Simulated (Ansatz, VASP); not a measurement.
One calculation of Hg, two programs

```
Hg
1.0
     4.45866    2.57421    7.65228
    -4.45866    2.57421    7.65228
     0.00000   -5.14842    7.65228
Hg
12
Cartesian
  -2.7373 1.5804 5.2961
  0.0000 -3.1608 5.2961
  2.7373 1.5804 5.2961
  2.7373 -1.5804 17.6607
  -2.7373 -1.5804 17.6607
  0.0000 3.1608 17.6607
  -1.6147 0.9323 8.3503
  0.0000 -1.8645 8.3503
  1.6147 0.9323 8.3503
  1.6147 -0.9323 14.6065
  -1.6147 -0.9323 14.6065
  0.0000 1.8645 14.6065
```

Alike in both runs: functional PBE; k mesh 3 × 3 × 3; occupations gaussian, width 0.1 eV; no spin polarisation.

Ansatz relaxed the structure, and its values are those at the end. VASP's run is a single point on that final structure, the one shown.

```csv
,VASP,Ansatz
version,VASP 6.6.1,Ansatz 0.2.0
potentials or method,"VASP PAW PBE potentials, release 64 (Hg), cutoff 520 eV","scalar-relativistic, plane waves, PAW"
valence electrons in the cell,144,240
```

|  | VASP | Ansatz | Ansatz less VASP |
| --- | --- | --- | --- |
| gap on the k mesh at the Fermi level (eV) | none | none | - |
| pressure (GPa) | 0.1 | 0.1 | -0.03 |
| rms of the force components (eV/Å) | 0.007 | 0.007 | 0.0000 |

A gap of «none» marks a metal or a gap that the smearing closes. VASP's potentials hold 144 valence electrons a cell and Ansatz's 240, so a difference there can come from the potentials and not from the codes.

Neither program's run includes spin-orbit coupling.
